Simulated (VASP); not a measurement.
A run of VASP 6.6.1 is set up as follows.

INCAR

```
PREC = Accurate
ENCUT = 520
EDIFF = 1E-6
ISMEAR = -1
SIGMA = 0.05
LREAL = F
LASPH = T
NELM = 80
ALGO = Normal
ISIF = 2
LWAVE = F
LCHARG = T
GGA = PE
IVDW = 12
LELF = T
LVHAR = T
NBANDS = 28
```

KPOINTS

```
Automatic mesh
0
Gamma
  7 7 7
```

POSCAR

```
BaTiO3
1.0
    4.0176217330      0.0064891384      0.0065649090
    0.0064891384      4.0176432856      0.0065674187
    0.0065947808      0.0065973019      4.0188161972
Ba Ti O
1 1 3
Direct
    0.9930246248      0.9930215868     -0.0014608425
    0.4804896160      0.4804840300      0.4859080259
    0.5062824216      0.5062846549      0.0196233475
    0.5063279363      0.0138792359      0.5119647058
    0.0138754113      0.5063304923      0.5119647732
```

Potentials or basis: VASP PAW PBE potentials, release 64 (Ba_sv, Ti_sv, O).

Launch:

```console
$ cat potpaw_PBE.64/Ba_sv/POTCAR potpaw_PBE.64/Ti_sv/POTCAR potpaw_PBE.64/O/POTCAR > POTCAR
$ mpirun -np 1 vasp_std > vasp.out
```

Q: Predict the band gap on the k mesh.

A: 2.45 eV, indirect (least direct gap 2.81 eV).

Q: Predict the largest force.

A: 0.073 eV/Å.

Forces on the atoms (eV/Å):
```
Ba   0.022  0.022  0.022
Ti   0.042  0.042  0.043
O   -0.010 -0.010 -0.044
O   -0.010 -0.044 -0.010
O   -0.044 -0.010 -0.010
```

Caveat: spin-orbit coupling is left out, which moves the levels of the heavy elements. As with any semilocal functional, this PBE gap is likely too small.
